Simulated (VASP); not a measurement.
# TiSi2 (Immm) in VASP: settings compared

The runs below take TiSi2 through single point, with LDA, PBE.

All numbers are computed with VASP 6.6.1; they aren't measurements. Logs are shortened: lines on timing, memory, paths and dates and some standing lists are left out, and cuts for length are marked.

## (1) The cell of the first run

It takes space group Immm (No. 71, orthorhombic). Conventional cell: a = 2.946 Å, b = 3.424 Å, c = 8.424 Å, α = 90.00°, β = 90.00°, γ = 90.00°. Ti (site symmetry mmm) has 10 Si at 2.67 to 2.78 Å and 4 Ti at 2.95 to 3.42 Å within 3.5 Å. Within 3.5 Å of Si (site symmetry mm2) lie 9 Si at 2.63 to 3.42 Å and 5 Ti at 2.67 to 2.78 Å.

## (2) Single point, LDA

The input, INCAR:

```
  ALGO = Normal
  EDIFF = 1E-6
  ENCUT = 520
  GGA = CA
  ISIF = 2
  ISMEAR = 0
  ISYM = 0
  LASPH = True
  LCHARG = False
  LREAL = False
  LWAVE = False
  NBANDS = 17
  NELM = 80
  PREC = Accurate
  SIGMA = 0.1
```

The input, KPOINTS:

```
k-points
0
Gamma
  3 6 5
```

The input, POSCAR:

```
TiSi2
1.0
   -1.4728720000      1.7121300000      4.2120830000
    1.4728720000     -1.7121300000      4.2120830000
    1.4728720000      1.7121300000     -4.2120830000
Ti Si
1 2
Direct
    0.0000000000      0.0000000000      0.0000000000
    0.3299220000      0.3299220000      0.0000000000
    0.6700780000      0.6700780000      0.0000000000
```

Potentials or basis: VASP PAW LDA potentials, release 64 (Ti_sv, Si).

On the command line:

```sh
cat potpaw_LDA.64/Ti_sv/POTCAR potpaw_LDA.64/Si/POTCAR > POTCAR
mpirun -np 1 vasp_std > vasp.out
```

OUTCAR:

```text
EDIFF = 1E-6
   ENCUT = 520
   GGA = CA
   ISIF = 2
   ISMEAR = 0
   ISYM = 0
   LASPH = True
   LREAL = False
   NELM = 80
   PREC = Accurate

 ion  position               nearest neighbor table
   1  0.000  0.000  0.000-   3 2.67   3 2.67   3 2.67   2 2.67   3 2.67   2 2.67   2 2.67   2 2.67
                             2 2.78   3 2.78
   2  0.330  0.330  0.000-   3 2.63   3 2.63   3 2.63   3 2.63   1 2.67   1 2.67   1 2.67   1 2.67
                             1 2.78   3 2.87
   3  0.670  0.670  0.000-   2 2.63   2 2.63   2 2.63   2 2.63   1 2.67   1 2.67   1 2.67   1 2.67
                             1 2.78   2 2.87

IMPORTANT INFORMATION: All symmetrisations will be switched off!
NOSYMM: (Re-)initialisation of all symmetry stuff for point group C_1.

----------------------------------------------------------------------------------------

                                     Primitive cell

  volume of cell :      42.4873

  direct lattice vectors                    reciprocal lattice vectors
    -1.472872000  1.712130000  4.212083000     0.000000000  0.292033899  0.118706113
     1.472872000 -1.712130000  4.212083000     0.339472812  0.000000000  0.118706113
     1.472872000  1.712130000 -4.212083000     0.339472812  0.292033899  0.000000000

  length of vectors
     4.779370698  4.779370698  4.779370698     0.315237909  0.359628880  0.447800836

  position of ions in fractional coordinates (direct lattice)
     0.000000000  0.000000000  0.000000000
     0.329922000  0.329922000  0.000000000
     0.670078000  0.670078000  0.000000000

  ion indices of the primitive-cell ions
   primitive index   ion index
                 1           1
                 2           2
                 3           3

----------------------------------------------------------------------------------------

 KPOINTS: k-points

Automatic generation of k-mesh.
 Grid dimensions read from file:
 generate k-points for:    3    6    5

 Generating k-lattice:

  Cartesian coordinates                     Fractional coordinates (reciprocal lattice)
     0.000000000  0.097344633  0.039568704     0.333333333  0.000000000 -0.000000000
     0.056578802  0.000000000  0.019784352     0.000000000  0.166666667  0.000000000
     0.067894562  0.058406780  0.000000000     0.000000000  0.000000000  0.200000000

  Length of vectors
     0.105079303  0.059938147  0.089560167

  Shift w.r.t. Gamma in fractional coordinates (k-lattice)
     0.000000000  0.000000000  0.000000000

 -----------------------------------------------------------------------------
|                                                                             |
|           W    W    AA    RRRRR   N    N  II  N    N   GGGG   !!!           |
|           W    W   A  A   R    R  NN   N  II  NN   N  G    G  !!!           |
|           W    W  A    A  R    R  N N  N  II  N N  N  G       !!!           |
|           W WW W  AAAAAA  RRRRR   N  N N  II  N  N N  G  GGG   !            |
|           WW  WW  A    A  R   R   N   NN  II  N   NN  G    G                |
|           W    W  A    A  R    R  N    N  II  N    N   GGGG   !!!           |
|                                                                             |
|     Your reciprocal lattice and k-lattice belong to different lattice       |
|     classes:                                                                |
|                                                                             |
|        The reciprocal lattice is face-centered orthorhombic,                |
|        whereas your k-lattice is triclinic.                                 |
|                                                                             |
|     Results are often still useful ...                                      |
|                                                                             |
 -----------------------------------------------------------------------------

 WARNING: IBZKPT: internal override: KBLOWUP is changed to .FALSE.
      ... skipping the blow-up phase ...

 Subroutine IBZKPT returns following result:
 ===========================================

 Found     46 irreducible k-points:

 Following reciprocal coordinates:
            Coordinates               Weight
  0.000000  0.000000  0.000000      1.000000
  0.333333  0.000000  0.000000      2.000000
  0.000000  0.166667  0.000000      2.000000
  0.333333  0.166667  0.000000      2.000000
 -0.333333  0.166667 -0.000000      2.000000
  0.000000  0.333333  0.000000      2.000000
[... 16 lines left out ...]
  0.000000 -0.333333  0.200000      2.000000
  0.333333 -0.333333  0.200000      2.000000
 [... further k-points ...]
   k-points           NKPTS =     46   k-points in BZ     NKDIM =     46   number of bands    NBANDS=     17
   number of dos      NEDOS =    301   number of ions     NIONS =      3
   total plane-waves  NPLWV =  46656
   dimension x,y,z NGX =    36 NGY =   36 NGZ =   36
   dimension x,y,z NGXF=    72 NGYF=   72 NGZF=   72
   ions per type =               1   2
   NGX,Y,Z   is equivalent  to a cutoff of  12.52, 12.52, 12.52 a.u.
   NGXF,Y,Z  is equivalent  to a cutoff of  25.04, 25.04, 25.04 a.u.
 SYSTEM =  unknown system
   PREC   = accura    normal or accurate (medium, high low for compatibility)
   ISTART =      0    job   : 0-new  1-cont  2-samecut
   ICHARG =      2    charge: 1-file 2-atom 10-const
   ISPIN  =      1    spin polarized calculation?
   LNONCOLLINEAR =      F non collinear calculations
   LSORBIT =      F    spin-orbit coupling
   LASPH  =      T    aspherical Exc in radial PAW
   ENCUT  =  520.0 eV  38.22 Ry    6.18 a.u.   8.89  8.89  8.89*2*pi/ulx,y,z
   NELM   =     80;   NELMIN=  2; NELMDL= -5     # of ELM steps
   EDIFF  = 0.1E-05   stopping-criterion for ELM
   LREAL  =      F    real-space projection
   EDIFFG = 0.1E-04   stopping-criterion for IOM
   NSW    =      0    number of steps for IOM
   IBRION =     -1    ionic relax: 0-MD 1-quasi-New 2-CG
   NFREE  =      0    steps in history (QN), initial steepest desc. (CG)
   ISIF   =      2    stress and relaxation
   ISYM   =      0    0-nonsym 1-usesym 2-fastsym
   POTIM  = 0.5000    time-step for ionic-motion
   TEBEG  =    0.0;   TEEND  =   0.0 temperature during run
   PSTRESS=    0.0 pullay stress
   NELECT =      20.0000    total number of electrons
   NUPDOWN=      -1.0000    fix difference up-down
   EMIN   =  10.00;   EMAX   =-10.00  energy-range for DOS
   EFERMI =   0.00;   METHOD = LEGACY
   ISMEAR =     0;   SIGMA  =   0.10  broadening in eV -4-tet -1-fermi 0-gaus
   EFERMI_NEDOS =   21; number of points for ismear=-14 and -15
   IALGO  =     38    algorithm
   IMIX   =      4    mixing-type and parameters
     AMIX     =   0.40;   BMIX     =  1.00
     AMIX_MAG =   1.60;   BMIX_MAG =  1.00
  volume/ion in A,a.u.               =      14.16        95.57
  Fermi-wavevector in a.u.,A,eV,Ry     =   1.273499  2.406564 22.065925  1.621800
  Thomas-Fermi vector in A             =   2.406319
   LORBIT       =      0    0 simple, 1 ext, 2 COOP (PROOUT), +10 PAW based schemes
   GGA     = CA    functional components
   LHFCALC =     F    Hartree Fock is set to
   AEXX    =    0.0000 exact exchange contribution
   IVDW    =     0    specifies the selected vdW correction
   LEPSILON=     F    determine dielectric tensor
   LRPA    =     F    only Hartree local field effects (RPA)
 non-spin polarized calculation
 Gauss-broadening in eV      SIGMA  =   0.10
  energy-cutoff  :      520.00
  volume of cell :       42.49
 maximum number of plane-waves:      1163
   NGX = 17   NGY = 17   NGZ = 17

 number of electron      19.9999998 magnetization

 Free energy of the ion-electron system (eV)
  ---------------------------------------------------
  ext. energy  EPLUGINS =         0.00000000
  ---------------------------------------------------
  free energy    TOTEN  =       -21.89671605 eV

  energy without entropy =      -21.88985895  energy(sigma->0) =      -21.89328750

 E-fermi :   9.8617     XC(G=0): -11.8471

 val. band max:        9.8369492251   @ k =   0.3333   0.1667   0.0000
 cond. band min:       9.8999055373   @ k =  -0.3333   0.5000   0.2000
 fundamental gap:      0.0629563123
 Fermi energy:         9.8616782268

 k-point     1 :       0.0000    0.0000    0.0000
  band No.  band energies     occupation
      1     -45.7020      2.00000
      2     -22.4219      2.00000
      3     -22.3933      2.00000
      4     -22.1443      2.00000
      5      -2.5957      2.00000
      6       5.1846      2.00000
[... 9 lines left out ...]
     16      15.3138      0.00000
     17      15.7183      0.00000

 k-point     2 :       0.3333    0.0000    0.0000
  band No.  band energies     occupation
      1     -45.6969      2.00000
      2     -22.4728      2.00000
      3     -22.4105      2.00000
      4     -22.1391      2.00000
      5      -1.0447      2.00000
      6       2.7275      2.00000
[... 9 lines left out ...]
     16      17.1339      0.00000
     17      17.5701      0.00000

 k-point     3 :       0.0000    0.1667    0.0000
  band No.  band energies     occupation
      1     -45.6923      2.00000
      2     -22.4119      2.00000
      3     -22.3834      2.00000
      4     -22.2334      2.00000
      5      -2.0696      2.00000
      6       4.7813      2.00000
[... 9 lines left out ...]
     16      14.8498      0.00000
     17      15.1558      0.00000

 k-point     4 :       0.3333    0.1667    0.0000
  band No.  band energies     occupation
      1     -45.6873      2.00000
      2     -22.4608      2.00000
      3     -22.4009      2.00000
      4     -22.2264      2.00000
      5      -0.4093      2.00000
      6       2.7995      2.00000
[... 9 lines left out ...]
     16      15.0674      0.00000
     17      17.6406      0.00000
[... 343 lines left out ...]
      1     -45.6754      2.00000
      2     -22.4016      2.00000
      3     -22.3814      2.00000
      4     -22.3709      2.00000
      5      -0.0143      2.00000
      6       2.8370      2.00000
[... 9 lines left out ...]
     16      15.5561      0.00000
     17      16.4485      0.00000

 k-point    23 :       0.0000   -0.3333    0.2000
  band No.  band energies     occupation
      1     -45.6933      2.00000
      2     -22.4276      2.00000
      3     -22.4060      2.00000
      4     -22.2005      2.00000
      5      -1.6037      2.00000
      6       3.7888      2.00000
[... 9 lines left out ...]
     16      15.9699      0.00000
     17      16.8734      0.00000

 k-point    24 :       0.3333   -0.3333    0.2000
  band No.  band energies     occupation
      1     -45.6890      2.00000
      2     -22.4865      2.00000
      3     -22.4032      2.00000
      4     -22.1950      2.00000
      5       0.9487      2.00000
      6       1.0967      2.00000
[... 9 lines left out ...]
     16      15.0048      0.00000
     17      17.6616      0.00000

 [... further k-points ...]

------------------------ aborting loop because EDIFF is reached ----------------------------------------

  FORCE on cell =-STRESS in cart. coord.  units (eV):
  Direction    XX          YY          ZZ          XY          YZ          ZX
  --------------------------------------------------------------------------------------
  -------------------------------------------------------------------------------------
  Total       -1.0936242     -2.0966952     -1.8216993     -0.0981962     -0.0571673      0.0657547
  in kB      -41.2401296    -79.0655394    -68.6955539     -3.7029387     -2.1557577      2.4795822
  external PRESSURE =     -63.0004076 kB  Pullay stress =       0.0000000 kB

 VOLUME and BASIS-vectors are now :
 -----------------------------------------------------------------------------
  energy-cutoff  :      520.00
  volume of cell :       42.49
      direct lattice vectors                 reciprocal lattice vectors
    -1.472872000  1.712130000  4.212083000     0.000000000  0.292033899  0.118706113
     1.472872000 -1.712130000  4.212083000     0.339472812  0.000000000  0.118706113
     1.472872000  1.712130000 -4.212083000     0.339472812  0.292033899  0.000000000

 POSITION                                       TOTAL-FORCE (eV/Angst)
 -----------------------------------------------------------------------------------
      0.00000      0.00000      0.00000         0.000001     -0.000001      0.000002
      0.00000      0.00000      2.77932        -0.040862     -0.142982      0.017613
      0.00000      0.00000      5.64485         0.040862      0.142983     -0.017615
 -----------------------------------------------------------------------------------
    total drift:                                0.000001     -0.000001      0.000001

  FREE ENERGIE OF THE ION-ELECTRON SYSTEM (eV)
  ---------------------------------------------------
  free  energy   TOTEN  =       -21.8967160536 eV

  energy  without entropy=      -21.8898589488  energy(sigma->0) =      -21.89328750
```

Wall time 74 s (1 thread of Intel Xeon 8259CL, shared host); peak memory 0.18 GiB.

Results:

```
Free energy            : -21.8967 eV
Pressure               : -6.3 GPa
Largest force          : 0.150 eV/Å
Band gap on the k mesh : zero (band 10 reaches 11.02 eV, above the bottom of band 11 at 9.10 eV)
```

Forces in eV/Å, atoms in the order of the input:
```
Ti   0.000  0.000  0.000
Si  -0.041 -0.143  0.018
Si   0.041  0.143 -0.018
```

Levels at points of the mesh, in eV from the Fermi level:
```
           k point  band 8  band 9  band 10  band 11  band 12  band 13
(0.00, 0.00, 0.00)   -2.11   -0.62     0.75     2.11     2.37     3.18
(0.00, 0.50, 0.00)   -3.34   -0.93    -0.43     0.96     2.82     3.34
```

Caveat: the k points lie up to 0.66 Å⁻¹ apart.

## (3) Single point, PBE

The input, INCAR:

```
PREC     = Accurate       # precision mode
ENCUT    = 520            # plane-wave cutoff, eV
EDIFF    = 1E-7           # SCF threshold, eV
ISMEAR   = -1             # smearing method
SIGMA    = 0.072          # smearing width, eV
LREAL    = False          # projectors in reciprocal space
LASPH    = True           # aspherical terms in the spheres
NELM     = 80             # most SCF steps
ALGO     = Normal         # electronic algorithm
ISIF     = 2              # what is computed and relaxed
LWAVE    = False          # write WAVECAR
LCHARG   = False          # write CHGCAR
GGA      = PE             # functional
NBANDS   = 17             # bands
```

The input, KPOINTS:

```
Automatic mesh
0
Gamma
  6 6 6
```

POSCAR is that of step 2.

Potentials or basis: VASP PAW PBE potentials, release 64 (Ti_sv, Si).

On the command line:

```sh
cat potpaw_PBE.64/Ti_sv/POTCAR potpaw_PBE.64/Si/POTCAR > POTCAR
mpirun -np 1 vasp_std > vasp.out
```

Run time: 83 s. Hardware: 1 thread of Intel Xeon 8259CL, shared host; peak memory 0.21 GiB.

The run converged. Its results:

* Free energy: -19.8595 eV
* Pressure: 0.4 GPa
* Largest force: 0.160 eV/Å
* Band gap on the k mesh: zero (band 10 reaches 11.28 eV, above the bottom of band 11 at 9.17 eV)

Forces in eV/Å, atoms in the order of the input:
```
Ti   0.000  0.000  0.000
Si   0.000  0.000 -0.160
Si   0.000  0.000  0.160
```

Stress tensor (GPa, compression positive):
```
 3.16  0.00  0.00
 0.00 -0.76  0.00
 0.00  0.00 -1.13
```

Levels at points of the mesh, in eV from the Fermi level:
```tsv
k point	band 8	band 9	band 10	band 11	band 12	band 13
(0.00, 0.00, 0.00)	-2.06	-0.57	0.84	2.15	2.45	3.20
(0.50, 0.00, 0.00)	-3.68	-0.62	1.01	2.11	2.61	3.57
(0.00, 0.50, 0.00)	-3.32	-0.87	-0.37	1.03	2.88	3.42
(0.50, 0.50, 0.00)	-4.58	-2.80	-1.23	-0.58	2.81	2.94
(0.50, 0.50, 0.50)	-1.19	-0.27	0.51	2.04	2.50	2.56
```

Caveat: the k points lie up to 0.47 Å⁻¹ apart.
